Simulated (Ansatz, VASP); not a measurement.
**Mg2Sn in VASP and in Ansatz**

```
CELL_PARAMETERS angstrom
0.00000 3.36820 3.36820
3.36820 0.00000 3.36820
3.36820 3.36820 0.00000
ATOMIC_POSITIONS crystal
Mg 0.25000 0.25000 0.25000
Mg 0.75000 0.75000 0.75000
Sn 0.00000 0.00000 0.00000
```

Change from the starting cell: volume scaled by 0.99.

Alike in both runs: task single point; functional LDA; k mesh 11 × 11 × 11; occupations fermi-dirac, width 0.08 eV; no spin polarisation.

|  | VASP | Ansatz |
| --- | --- | --- |
| version | VASP 6.6.1 | Ansatz 0.2.0 |
| potentials or method | VASP PAW LDA potentials, release 64 (Mg, Sn_d), cutoff 600 eV | all-electron LAPW, scalar-relativistic |

```tsv
	VASP	Ansatz	Ansatz less VASP
pressure (GPa)	-1.7	-1.4	+0.27
```

LDA's correlation is that of Perdew and Zunger in VASP and of Perdew and Wang (1992) in Ansatz. Ansatz ran all-electron here, and VASP with PAW potentials.
